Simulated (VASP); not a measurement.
# Ta7Mo9 in VASP: notebook

Runs on Ta7Mo9. Level: PBE. Tasks: single point.

Everything below comes from runs of VASP 6.6.1. Logs are shortened: lines on timing, memory, paths and dates and some standing lists are left out, and cuts for length are marked.

## 1. The cell of the first run

The cell holds an amorphous packing of atoms, 16 atoms: a = 6.439 Å, b = 6.551 Å, c = 6.304 Å, α = 85.87°, β = 93.33°, γ = 88.73°.

## 2. Single point, PBE

INCAR reads:

```
SYSTEM = Ta7Mo9
ALGO = Normal ; EDIFF = 1E-6
ENCUT = 520 ; GGA = PE
ISIF = 2 ; ISMEAR = -1
ISYM = 0 ; LASPH = .True.
LCHARG = .False. ; LREAL = Auto
LWAVE = .False. ; NBANDS = 116
NELM = 100 ; PREC = Accurate
SIGMA = 0.3835
```

KPOINTS reads:

```
Automatic mesh
0
Gamma
  1 1 1
  0.25 0.25 0.25
```

POSCAR reads:

```
Ta7Mo9
1.0
    6.4357620000      0.0753480000     -0.1865720000
    0.0753480000      6.5467160000      0.2328530000
   -0.1865720000      0.2328530000      6.2967750000
Mo Ta
9 7
Direct
    0.4729091072      0.7182269729      0.7128584542
    0.7536273907      0.5257106325      0.9896006244
    0.5076563810      0.7227543864      0.1803257920
    0.5061339257      0.2687750337      0.1959305114
    1.0269495699      0.6960615229      0.2853100232
    0.1478930437      0.9148941090      1.0025881285
    0.9455813368      0.3180166946      0.2150341817
    0.2197354097      0.5445780142      0.9939308377
    0.2526916557      1.0109943717      0.3758000111
    0.9746262489      0.2762213747      0.7849800879
    1.0163364240      0.8348446299      0.6329417587
    0.4236802036      0.2351111064      0.7761888485
    0.2537400912      0.4510165445      0.4691327292
    0.6729724010      0.4721357829      0.5017242276
    0.7097301708      0.9980847636      0.4155615765
    0.7509592869     -0.0316972960      0.9854367969
```

Potentials or basis: VASP PAW PBE potentials, release 64 (Mo_sv, Ta_pv).

Launch:

```bash
cat potpaw_PBE.64/Mo_sv/POTCAR potpaw_PBE.64/Ta_pv/POTCAR > POTCAR
mpirun -np 1 vasp_std > vasp.out
```

OUTCAR:

```text
SYSTEM = Ta7Mo9
   EDIFF = 1E-6
   ENCUT = 520
   GGA = PE
   ISIF = 2
   ISMEAR = -1
   ISYM = 0
   LASPH = .True.
   LREAL = Auto
   NELM = 100
   PREC = Accurate

 ion  position               nearest neighbor table
   1  0.473  0.718  0.713-  14 2.54   2 2.67   8 2.69  13 2.77   3 2.94  16 3.00   9 3.02  11 3.03
                            15 3.03   6 3.17  12 3.19   3 3.38  12 3.45
   2  0.754  0.526  0.990-   7 2.20   3 2.44  10 2.60   4 2.67   1 2.67   5 2.80  16 2.90   8 3.01
                            14 3.14  12 3.19  14 3.29   8 3.44  11 3.46
   3  0.508  0.723  0.180-   2 2.44   8 2.49  16 2.57  14 2.67  15 2.72   6 2.75   9 2.87   1 2.94
                             4 2.97  13 3.03   5 3.21   5 3.37   1 3.38
   4  0.506  0.269  0.196-  15 2.47  14 2.61   9 2.62   2 2.67  12 2.69   8 2.74  13 2.75   7 2.85
                            16 2.93   3 2.97
   5  0.027  0.696  0.285-  13 2.34   6 2.38  11 2.44   8 2.52   7 2.61   9 2.63   2 2.80  16 2.98
                            15 3.00  14 3.07   3 3.21   3 3.37
   6  0.148  0.915  0.003-   5 2.38   8 2.46  11 2.53   9 2.54  16 2.57   3 2.75  10 2.82  12 3.10
                             1 3.17   7 3.32
   7  0.946  0.318  0.215-   2 2.20   5 2.61  13 2.68   8 2.71  10 2.76  14 2.81   4 2.85  15 2.88
                             9 2.88  16 3.05   6 3.32
   8  0.220  0.545  0.994-   6 2.46   3 2.49   5 2.52   1 2.69   7 2.71  10 2.74   4 2.74  12 2.87
                             2 3.01  13 3.01  11 3.07  13 3.43   2 3.44
   9  0.253  0.011  0.376-  11 2.52   6 2.54   4 2.62   5 2.63   3 2.87   7 2.88  15 2.94  13 2.98
                             1 3.02  12 3.17  15 3.52
  10  0.975  0.276  0.785-   2 2.60   8 2.74   7 2.76  16 2.78  14 2.79   6 2.82  12 2.90  13 2.95
                            11 3.12  15 3.46  12 3.56
  11  0.016  0.835  0.633-   5 2.44  15 2.51   9 2.52   6 2.53   1 3.03  16 3.05   8 3.07  10 3.12
                            13 3.18  14 3.39   2 3.46
  12  0.424  0.235  0.776-  13 2.50   4 2.69  14 2.83   8 2.87  16 2.90  10 2.90   6 3.10   9 3.17
                             1 3.19   2 3.19  15 3.44   1 3.45  10 3.56
  13  0.254  0.451  0.469-   5 2.34  12 2.50   7 2.68  14 2.70   4 2.75   1 2.77  10 2.95   9 2.98
                             8 3.01   3 3.03  11 3.18   8 3.43
  14  0.673  0.472  0.502-   1 2.54   4 2.61   3 2.67  13 2.70  10 2.79   7 2.81  12 2.83   5 3.07
                             2 3.14  15 3.20   2 3.29  11 3.39  15 3.46
  15  0.710  0.998  0.416-   4 2.47  11 2.51   3 2.72  16 2.76   7 2.88   9 2.94   5 3.00   1 3.03
                            14 3.20  12 3.44  10 3.46  14 3.46   9 3.52  16 3.58
  16  0.751  0.968  0.985-   6 2.57   3 2.57  15 2.76  10 2.78   2 2.90  12 2.90   4 2.93   5 2.98
                             1 3.00  11 3.05   7 3.05  15 3.58

IMPORTANT INFORMATION: All symmetrisations will be switched off!
NOSYMM: (Re-)initialisation of all symmetry stuff for point group C_1.

----------------------------------------------------------------------------------------

                                     Primitive cell

  volume of cell :     264.6836

  direct lattice vectors                    reciprocal lattice vectors
     6.435762000  0.075348000 -0.186572000     0.155540365 -0.001956651  0.004680982
     0.075348000  6.546716000  0.232853000    -0.001956651  0.152974127 -0.005714916
    -0.186572000  0.232853000  6.296775000     0.004680982 -0.005714916  0.159161488

  length of vectors
     6.438906658  6.551289051  6.303840499     0.155623087  0.153093345  0.159332831

  position of ions in fractional coordinates (direct lattice)
     0.472909107  0.718226973  0.712858454
     0.753627391  0.525710633  0.989600624
     0.507656381  0.722754386  0.180325792
     0.506133926  0.268775034  0.195930511
     0.026949570  0.696061523  0.285310023
     0.147893044  0.914894109  0.002588129
[... 8 lines left out ...]
     0.709730171  0.998084764  0.415561576
     0.750959287  0.968302704  0.985436797

  ion indices of the primitive-cell ions
   primitive index   ion index
                 1           1
                 2           2
                 3           3
                 4           4
                 5           5
                 6           6
[... 8 lines left out ...]
                15          15
                16          16

----------------------------------------------------------------------------------------

 KPOINTS: Automatic mesh

Automatic generation of k-mesh.
 Grid dimensions read from file:
 generate k-points for:    1    1    1

 Generating k-lattice:

  Cartesian coordinates                     Fractional coordinates (reciprocal lattice)
     0.155540365 -0.001956651  0.004680982     1.000000000 -0.000000000 -0.000000000
    -0.001956651  0.152974127 -0.005714916    -0.000000000  1.000000000  0.000000000
     0.004680982 -0.005714916  0.159161488     0.000000000  0.000000000  1.000000000

  Length of vectors
     0.155623087  0.153093345  0.159332831

  Shift w.r.t. Gamma in fractional coordinates (k-lattice)
     0.250000000  0.250000000  0.250000000

 Subroutine IBZKPT returns following result:
 ===========================================

 Found      1 irreducible k-points:

 Following reciprocal coordinates:
            Coordinates               Weight
  0.250000  0.250000  0.250000      2.000000
   k-points           NKPTS =      1   k-points in BZ     NKDIM =      1   number of bands    NBANDS=    116
   number of dos      NEDOS =    301   number of ions     NIONS =     16
   total plane-waves  NPLWV = 115200
   dimension x,y,z NGX =    48 NGY =   50 NGZ =   48
   dimension x,y,z NGXF=    96 NGYF=  100 NGZF=   96
   ions per type =               9   7
   NGX,Y,Z   is equivalent  to a cutoff of  12.39, 12.69, 12.66 a.u.
   NGXF,Y,Z  is equivalent  to a cutoff of  24.79, 25.38, 25.32 a.u.
 SYSTEM =  Ta7Mo9
   PREC   = accura    normal or accurate (medium, high low for compatibility)
   ISTART =      0    job   : 0-new  1-cont  2-samecut
   ICHARG =      2    charge: 1-file 2-atom 10-const
   ISPIN  =      1    spin polarized calculation?
   LNONCOLLINEAR =      F non collinear calculations
   LSORBIT =      F    spin-orbit coupling
   LASPH  =      T    aspherical Exc in radial PAW
   ENCUT  =  520.0 eV  38.22 Ry    6.18 a.u.  11.97 12.18 11.72*2*pi/ulx,y,z
   NELM   =    100;   NELMIN=  2; NELMDL= -5     # of ELM steps
   EDIFF  = 0.1E-05   stopping-criterion for ELM
   LREAL  =      T    real-space projection
   EDIFFG = 0.1E-04   stopping-criterion for IOM
   NSW    =      0    number of steps for IOM
   IBRION =     -1    ionic relax: 0-MD 1-quasi-New 2-CG
   NFREE  =      0    steps in history (QN), initial steepest desc. (CG)
   ISIF   =      2    stress and relaxation
   ISYM   =      0    0-nonsym 1-usesym 2-fastsym
   POTIM  = 0.5000    time-step for ionic-motion
   TEBEG  =    0.0;   TEEND  =   0.0 temperature during run
   PSTRESS=    0.0 pullay stress
   NELECT =     203.0000    total number of electrons
   NUPDOWN=      -1.0000    fix difference up-down
   EMIN   =  10.00;   EMAX   =-10.00  energy-range for DOS
   EFERMI =   0.00;   METHOD = LEGACY
   ISMEAR =    -1;   SIGMA  =   0.38  broadening in eV -4-tet -1-fermi 0-gaus
   EFERMI_NEDOS =   21; number of points for ismear=-14 and -15
   IALGO  =     38    algorithm
   IMIX   =      4    mixing-type and parameters
     AMIX     =   0.40;   BMIX     =  1.00
     AMIX_MAG =   1.60;   BMIX_MAG =  1.00
  volume/ion in A,a.u.               =      16.54       111.64
  Fermi-wavevector in a.u.,A,eV,Ry     =   1.498527  2.831805 30.553007  2.245583
  Thomas-Fermi vector in A             =   2.610274
   LORBIT       =      0    0 simple, 1 ext, 2 COOP (PROOUT), +10 PAW based schemes
   GGA     = PE    functional components
   LHFCALC =     F    Hartree Fock is set to
   AEXX    =    0.0000 exact exchange contribution
   IVDW    =     0    specifies the selected vdW correction
   LEPSILON=     F    determine dielectric tensor
   LRPA    =     F    only Hartree local field effects (RPA)
 non-spin polarized calculation
  energy-cutoff  :      520.00
  volume of cell :      264.68
 maximum number of plane-waves:      7123
 NGX is ok and might be reduce to    48
   NGX = 23   NGY = 25   NGZ = 23

 number of electron     203.0000005 magnetization

 Free energy of the ion-electron system (eV)
  ---------------------------------------------------
  ext. energy  EPLUGINS =         0.00000000
  ---------------------------------------------------
  free energy    TOTEN  =      -172.45614991 eV

  energy without entropy =     -165.00101659  energy(sigma->0) =     -168.72858325

 E-fermi :   9.4274     XC(G=0): -12.9530

 val. band max:        9.3122515004   @ k =   0.2500   0.2500   0.2500
 cond. band min:       9.4419234493   @ k =   0.2500   0.2500   0.2500
 fundamental gap:      0.1296719490
 Fermi energy:         9.4273547186

 k-point     1 :       0.2500    0.2500    0.2500
  band No.  band energies     occupation
      1     -51.5338      2.00000
      2     -51.3296      2.00000
      3     -51.1811      2.00000
      4     -51.1498      2.00000
      5     -51.1279      2.00000
      6     -51.0523      2.00000
[... 105 lines left out ...]
    112      10.7599      0.06008
    113      10.9936      0.03312
 [bands above 113 left out]

------------------------ aborting loop because EDIFF is reached ----------------------------------------

  FORCE on cell =-STRESS in cart. coord.  units (eV):
  Direction    XX          YY          ZZ          XY          YZ          ZX
  --------------------------------------------------------------------------------------
  -------------------------------------------------------------------------------------
  Total       42.4382408     42.9185330     52.2294990     -8.3120395     -5.5788866      9.4532493
  in kB      256.8863285    259.7936240    316.1545812    -50.3142751    -33.7700071     57.2222234
  external PRESSURE =     277.6115112 kB  Pullay stress =       0.0000000 kB

 VOLUME and BASIS-vectors are now :
 -----------------------------------------------------------------------------
  energy-cutoff  :      520.00
  volume of cell :      264.68
      direct lattice vectors                 reciprocal lattice vectors
     6.435762000  0.075348000 -0.186572000     0.155540365 -0.001956651  0.004680982
     0.075348000  6.546716000  0.232853000    -0.001956651  0.152974127 -0.005714916
    -0.186572000  0.232853000  6.296775000     0.004680982 -0.005714916  0.159161488

 POSITION                                       TOTAL-FORCE (eV/Angst)
 -----------------------------------------------------------------------------------
      2.96465      4.90365      4.56772        -0.509176      2.310381     -0.772086
      4.70515      3.72889      6.21310        -2.155206      1.828287     -4.066042
      3.28797      4.81191      1.20905        -1.248792      1.066386      2.786459
      3.24105      1.84335      1.20189        -1.793185     -0.863878     -1.391362
      0.17266      4.62538      1.95358        -4.821468      1.357385     -0.957526
      1.02026      6.00130      0.20174         3.033182      4.095255     -1.338519
[... 8 lines left out ...]
      4.56533      6.68442      2.71669        -0.587242      0.755015      2.305600
      4.72210      6.62525      6.29044        -1.446775      1.115437     -1.823049
 -----------------------------------------------------------------------------------
    total drift:                               -0.001412      0.002970     -0.001346

  FREE ENERGIE OF THE ION-ELECTRON SYSTEM (eV)
  ---------------------------------------------------
  free  energy   TOTEN  =      -172.4561499122 eV

  energy  without entropy=     -165.0010165928  energy(sigma->0) =     -168.72858325
```

Wall time 3 min (1 thread of Intel Xeon Platinum 8488C (Sapphire Rapids), shared host); peak memory 0.34 GiB.

Results:

```
Free energy   : -172.4561 eV
Pressure      : 27.8 GPa
Largest force : 6.351 eV/Å
```

Forces on the atoms (eV/Å):
```
Mo  -0.509  2.310 -0.772
Mo  -2.155  1.828 -4.066
Mo  -1.249  1.066  2.786
Mo  -1.793 -0.864 -1.391
Mo  -4.821  1.357 -0.958
Mo   3.033  4.095 -1.339
Mo   2.180 -5.472  2.376
Mo   1.028 -2.603 -3.091
Mo   0.491  1.624  1.324
Ta   0.446 -1.272 -2.007
Ta   0.375 -2.462  4.377
Ta   1.470 -2.702  0.040
Ta   0.115  0.132  1.431
Ta   3.423  1.092  0.806
Ta  -0.587  0.755  2.306
Ta  -1.447  1.115 -1.823
```

Stress tensor (GPa, compression positive):
```
25.69 -5.03  5.72
-5.03 25.98 -3.38
 5.72 -3.38 31.62
```

Caveat: the k points lie up to 1.00 Å⁻¹ apart; spin-orbit coupling is left out, which moves the levels of the heavy elements.

## 3. Single point, PBE

INCAR reads:

```
SYSTEM = Ta7Mo9
ALGO = Normal ; EDIFF = 1E-6
ENCUT = 520 ; GGA = PE
ISIF = 2 ; ISMEAR = -1
ISYM = 0 ; LASPH = .True.
LCHARG = .True. ; LELF = .True.
LREAL = Auto ; LVHAR = .True.
LWAVE = .False. ; NBANDS = 116
NELM = 60 ; PREC = Accurate
SIGMA = 0.3835
```

KPOINTS is that of step 2.

POSCAR reads:

```
Ta7Mo9
1.0
    6.4357620000      0.0753480000     -0.1865720000
    0.0753480000      6.5467160000      0.2328530000
   -0.1865720000      0.2328530000      6.2967750000
Mo Ta
9 7
Direct
    0.4364941911      0.8327015568      0.6642964912
    0.6774419978      0.5628149859      0.9132209028
    0.4007864116      0.8240898897      0.2272767757
    0.5454312511      0.2957889094      0.1710429330
    0.9245249226      0.6648313350      0.1944400893
    0.2462221584      1.0716945351      1.0025419160
    0.9089691636      0.3324448940      0.1378195035
    0.2544988922      0.5571705475      0.9828805275
    0.1610172928      1.1405221061      0.4273311853
    0.9838121198      0.3113607072      0.7195509638
    1.0367019888      0.7895713412      0.6715792621
    0.5643527542      0.2003686824      0.6973682517
    0.3382133898      0.4963771465      0.4628288673
    0.7025621973      0.5747889546      0.5146822146
    0.7827329117      0.9840358919      0.4460201191
    0.7174116217     -0.0322518116      0.9751642471
```

Potentials or basis: VASP PAW PBE potentials, release 64 (Mo_sv, Ta_pv).

Launch:

```bash
cat potpaw_PBE.64/Mo_sv/POTCAR potpaw_PBE.64/Ta_pv/POTCAR > POTCAR
mpirun -np 1 vasp_std > vasp.out
```

Run time: 2.5 min. Hardware: 1 thread of Intel Xeon Platinum 8488C (Sapphire Rapids), shared host; peak memory 0.34 GiB.

Results (log left out):

| Quantity | Value |
| --- | --- |
| Free energy | -171.9853 eV |
| Pressure | 27.4 GPa |
| Largest force | 5.766 eV/Å |

Forces on the atoms (eV/Å):
```
Mo  -0.720  0.938  1.237
Mo  -2.003  0.990 -1.745
Mo   1.454 -0.544  0.268
Mo  -3.262 -1.602  1.893
Mo   3.088  4.759  1.030
Mo  -2.534  0.731 -2.105
Mo   3.537 -3.968  1.185
Mo  -0.076 -0.626 -1.116
Mo   1.896 -2.201 -0.903
Ta   1.407 -0.504  0.093
Ta   1.436 -2.269  2.501
Ta  -3.124  3.146 -0.191
Ta  -5.474 -0.433  0.852
Ta   2.721 -0.850 -1.642
Ta  -1.233  3.051 -2.478
Ta   2.887 -0.619  1.121
```

Stress tensor (GPa, compression positive):
```
29.42 -2.45  4.83
-2.45 31.40 -6.54
 4.83 -6.54 21.36
```

Levels at points of the mesh, in eV from the Fermi level:
| k point | band 99 | band 100 | band 101 | band 102 | band 103 | band 104 | band 105 | band 106 |
| --- | --- | --- | --- | --- | --- | --- | --- | --- |
| (0.25, 0.25, 0.25) | -0.40 | -0.31 | -0.20 | -0.12 | 0.18 | 0.29 | 0.37 | 0.56 |

Caveat: the k points lie up to 1.00 Å⁻¹ apart; spin-orbit coupling is left out, which moves the levels of the heavy elements.

[end of part 1 of 2]
